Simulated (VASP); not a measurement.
# NaTa2FeP6 (Fm-3m) in VASP: density of states with PBE

Aim: the density of states of NaTa2FeP6 with PBE.

All numbers are computed with VASP 6.6.1; they aren't measurements. Logs are shortened: lines on timing, memory, paths and dates and some standing lists are left out, and cuts for length are marked.

## (1) The cell of the first run

Symmetry: Fm-3m, No. 225, cubic system. The conventional cell has a = 8.199 Å, b = 8.199 Å, c = 8.199 Å, α = 90.00°, β = 90.00°, γ = 90.00°. Within 2.5 Å of Fe (site symmetry m-3m) lie 6 P at 1.87 Å. P (site symmetry 4mm) has 1 Fe at 1.87 Å and 1 Na at 2.23 Å within 2.5 Å. Within 3.8 Å of Ta (site symmetry -43m) lie 12 P at 2.90 Å and 4 Fe at 3.55 Å and 4 Na at 3.55 Å. Na (site symmetry m-3m) has 6 P at 2.23 Å within 2.9 Å.

## (2) Density of states, PBE

File POSCAR:

```
NaTa2FeP6
1.0
    0.0000000000      4.0994280000      4.0994280000
    4.0994280000      0.0000000000      4.0994280000
    4.0994280000      4.0994280000      0.0000000000
Fe P Ta Na
1 6 2 1
Direct
    0.0000000000      0.0000000000      0.0000000000
    0.7716000000      0.2284000000      0.2284000000
    0.2284000000      0.7716000000      0.2284000000
    0.2284000000      0.7716000000      0.7716000000
    0.7716000000      0.2284000000      0.7716000000
    0.2284000000      0.2284000000      0.7716000000
    0.7716000000      0.7716000000      0.2284000000
    0.2500000000      0.2500000000      0.2500000000
    0.7500000000      0.7500000000      0.7500000000
    0.5000000000      0.5000000000      0.5000000000
```

File INCAR.step1:

```
SYSTEM = NaTa2FeP6
PREC     = Accurate       ! precision mode
ENCUT    = 520            ! plane-wave cutoff, eV
EDIFF    = 1E-7           ! SCF threshold, eV
ISMEAR   = -1             ! smearing method
SIGMA    = 0.1            ! smearing width, eV
LREAL    = .False.        ! projectors in reciprocal space
LASPH    = .True.         ! aspherical terms in the spheres
NELM     = 100            ! most SCF steps
ALGO     = Normal         ! electronic algorithm
ISIF     = 2              ! what is computed and relaxed
LWAVE    = .False.        ! write WAVECAR
LCHARG   = .True.         ! write CHGCAR
LMAXMIX  = 4              ! l up to which the mixer works
GGA      = PE             ! functional
NBANDS   = 44             ! bands
```

File KPOINTS.step1:

```
regular mesh
0
Gamma
  7 7 7
  0 0 0
```

File INCAR.step2:

```
SYSTEM = NaTa2FeP6
PREC     = Accurate       ! precision mode
ENCUT    = 520            ! plane-wave cutoff, eV
EDIFF    = 1E-7           ! SCF threshold, eV
ISMEAR   = -5             ! smearing method
SIGMA    = 0.1            ! smearing width, eV
LREAL    = .False.        ! projectors in reciprocal space
LASPH    = .True.         ! aspherical terms in the spheres
NELM     = 100            ! most SCF steps
ALGO     = Normal         ! electronic algorithm
ISIF     = 2              ! what is computed and relaxed
LWAVE    = .False.        ! write WAVECAR
LCHARG   = .False.        ! write CHGCAR
LMAXMIX  = 4              ! l up to which the mixer works
GGA      = PE             ! functional
LORBIT   = 11             ! projections on sites
NEDOS    = 2001           ! points of the DOS
ICHARG   = 11             ! starting density
```

File KPOINTS.step2:

```
regular mesh
0
Gamma
  11 11 11
  0 0 0
```

Potentials or basis: VASP PAW PBE potentials, release 64 (Fe, P, Ta_pv, Na_pv).

Started as:

```
cat potpaw_PBE.64/Fe/POTCAR potpaw_PBE.64/P/POTCAR potpaw_PBE.64/Ta_pv/POTCAR potpaw_PBE.64/Na_pv/POTCAR > POTCAR
cp INCAR.step1 INCAR
cp KPOINTS.step1 KPOINTS
mpirun -np 1 vasp_std > vasp.out
cp INCAR.step2 INCAR
cp KPOINTS.step2 KPOINTS
mpirun -np 1 vasp_std > vasp.out
```

OUTCAR:

```text
SYSTEM = NaTa2FeP6
   PREC = Accurate
   ENCUT = 520
   EDIFF = 1E-7
   ISMEAR = -5
   LREAL = .False.
   LASPH = .True.
   NELM = 100
   ISIF = 2
   GGA = PE
   LORBIT = 11
   ICHARG = 11

 ion  position               nearest neighbor table
   1  0.000  0.000  0.000-   2 1.87   3 1.87   4 1.87   5 1.87   6 1.87   7 1.87
   2  0.772  0.228  0.228-   1 1.87  10 2.23   5 2.65   6 2.65   7 2.65   3 2.65   9 2.90   8 2.90
                             9 2.90   8 2.90
   3  0.228  0.772  0.228-   1 1.87  10 2.23   4 2.65   6 2.65   7 2.65   2 2.65   9 2.90   8 2.90
                             9 2.90   8 2.90
   4  0.228  0.772  0.772-   1 1.87  10 2.23   5 2.65   6 2.65   7 2.65   3 2.65   9 2.90   9 2.90
                             8 2.90   8 2.90
   5  0.772  0.228  0.772-   1 1.87  10 2.23   4 2.65   6 2.65   7 2.65   2 2.65   9 2.90   9 2.90
                             8 2.90   8 2.90
   6  0.228  0.228  0.772-   1 1.87  10 2.23   3 2.65   4 2.65   5 2.65   2 2.65   9 2.90   8 2.90
                             9 2.90   8 2.90
   7  0.772  0.772  0.228-   1 1.87  10 2.23   3 2.65   4 2.65   5 2.65   2 2.65   9 2.90   9 2.90
                             8 2.90   8 2.90
   8  0.250  0.250  0.250-   2 2.90   5 2.90   7 2.90   3 2.90   4 2.90   7 2.90   4 2.90   5 2.90
                             6 2.90   2 2.90   3 2.90   6 2.90
   9  0.750  0.750  0.750-   4 2.90   5 2.90   7 2.90   2 2.90   3 2.90   7 2.90   2 2.90   5 2.90
                             6 2.90   3 2.90   4 2.90   6 2.90
  10  0.500  0.500  0.500-   2 2.23   3 2.23   4 2.23   5 2.23   6 2.23   7 2.23

  LATTYP: Found a face centered cubic cell.
 ALAT       =     8.1988560000

  Lattice vectors:

 A1 = (   0.0000000000,   4.0994280000,   4.0994280000)
 A2 = (   4.0994280000,   0.0000000000,   4.0994280000)
 A3 = (   4.0994280000,   4.0994280000,   0.0000000000)

Analysis of symmetry for initial positions (statically):
=====================================================================
 Subroutine PRICEL returns:
 Original cell was already a primitive cell.

 Routine SETGRP: Setting up the symmetry group for a
 face centered cubic supercell.

 Subroutine GETGRP returns: Found 48 space group operations
 (whereof 48 operations were pure point group operations)
 out of a pool of 48 trial point group operations.

The static configuration has the point symmetry O_h .

Analysis of symmetry for dynamics (positions and initial velocities):
=====================================================================
 Subroutine PRICEL returns:
 Original cell was already a primitive cell.
[... 150 lines left out ...]
   LORBIT       =     11    0 simple, 1 ext, 2 COOP (PROOUT), +10 PAW based schemes
   GGA     = PE    functional components
   LHFCALC =     F    Hartree Fock is set to
   AEXX    =    0.0000 exact exchange contribution
   IVDW    =     0    specifies the selected vdW correction
   LEPSILON=     F    determine dielectric tensor
   LRPA    =     F    only Hartree local field effects (RPA)
 non-spin polarized calculation
 Fermi weights with tetrahedron method with Bloechl corrections
  energy-cutoff  :      520.00
  volume of cell :      137.78
 maximum number of plane-waves:      3726
 NGX is ok and might be reduce to    48

 number of electron      66.9999987 magnetization

 Free energy of the ion-electron system (eV)
  ---------------------------------------------------
  ext. energy  EPLUGINS =         0.00000000
  ---------------------------------------------------
  free energy    TOTEN  =       -50.04856085 eV

  energy without entropy =      -50.04856085  energy(sigma->0) =      -50.04856085

 E-fermi :   9.1107     XC(G=0): -11.9421

 val. band max:        9.1507603084   @ k =  -0.4545   0.4545   0.0000
 cond. band min:       8.9947975356   @ k =   0.2727   0.2727   0.0000
 fundamental gap:     -0.1559627728
 Fermi energy:         9.1106727523

 k-point     1 :       0.0000    0.0000    0.0000
  band No.  band energies     occupation
      1     -26.4045      2.00000
      2     -26.4045      2.00000
      3     -26.4045      2.00000
      4     -26.3892      2.00000
      5     -26.3892      2.00000
      6     -26.3892      2.00000
[... 1021 lines left out ...]
     39      10.5197      0.00000
     40      10.7013      0.00000

 [... further k-points ...]

------------------------ aborting loop because EDIFF is reached ----------------------------------------

  FORCE on cell =-STRESS in cart. coord.  units (eV):
  Direction    XX          YY          ZZ          XY          YZ          ZX
  --------------------------------------------------------------------------------------
  -------------------------------------------------------------------------------------
  Total       40.4183225     40.4183225     40.4183225     -0.0000000     -0.0000000     -0.0000000
  in kB      469.9905027    469.9905027    469.9905027     -0.0000000     -0.0000000     -0.0000000
  external PRESSURE =     469.9905027 kB  Pullay stress =       0.0000000 kB

 VOLUME and BASIS-vectors are now :
 -----------------------------------------------------------------------------
  energy-cutoff  :      520.00
  volume of cell :      137.78
      direct lattice vectors                 reciprocal lattice vectors
     0.000000000  4.099428000  4.099428000    -0.121968236  0.121968236  0.121968236
     4.099428000  0.000000000  4.099428000     0.121968236 -0.121968236  0.121968236
     4.099428000  4.099428000  0.000000000     0.121968236  0.121968236 -0.121968236

 POSITION                                       TOTAL-FORCE (eV/Angst)
 -----------------------------------------------------------------------------------
      0.00000      0.00000      0.00000         0.000000      0.000000      0.000000
      1.87262      4.09943      4.09943         5.177876      0.000000      0.000000
      4.09943      1.87262      4.09943         0.000000      5.177876      0.000000
      6.32624      4.09943      4.09943        -5.177876      0.000000      0.000000
      4.09943      6.32624      4.09943         0.000000     -5.177876      0.000000
      4.09943      4.09943      1.87262         0.000000      0.000000      5.177876
      4.09943      4.09943      6.32624         0.000000      0.000000     -5.177876
      2.04971      2.04971      2.04971         0.000000      0.000000      0.000000
      6.14914      6.14914      6.14914        -0.000000      0.000000     -0.000000
      4.09943      4.09943      4.09943         0.000000      0.000000      0.000000
 -----------------------------------------------------------------------------------
    total drift:                               -0.000000     -0.000000     -0.000000

  FREE ENERGIE OF THE ION-ELECTRON SYSTEM (eV)
  ---------------------------------------------------
  free  energy   TOTEN  =       -50.0485608520 eV

  energy  without entropy=      -50.0485608520  energy(sigma->0) =      -50.04856085

 total charge

# of ion       s       p       d       tot
------------------------------------------
    1        0.898   1.467   7.843  10.209
    2        1.123   1.426   0.000   2.549
    3        1.123   1.426   0.000   2.549
    4        1.123   1.426   0.000   2.549
    5        1.123   1.426   0.000   2.549
    6        1.123   1.426   0.000   2.549
    7        1.123   1.426   0.000   2.549
    8        0.306   6.045   2.244   8.595
    9        0.306   6.045   2.244   8.595
   10        0.187   6.163   0.000   6.350
--------------------------------------------------
tot          8.436  28.276  12.331  49.043
```

It took 21 min on 1 thread of Oxide Virtual Turin-like, shared host; peak memory 0.46 GiB.

What came out:

- Valence electrons inside the program's atomic spheres: Fe 10.21; P 2.55; Ta 8.60; Na 6.35

Levels at points of the mesh, in eV from the Fermi level:
| k point | band 31 | band 32 | band 33 | band 34 | band 35 | band 36 | band 37 | band 38 |
| --- | --- | --- | --- | --- | --- | --- | --- | --- |
| (0.00, 0.00, 0.00) | -0.57 | -0.16 | -0.16 | -0.16 | 0.00 | 0.00 | 0.45 | 0.85 |

Caveat: spin-orbit coupling is left out, which moves the levels of the heavy elements; tetrahedron occupations give inexact forces and stress in metals.
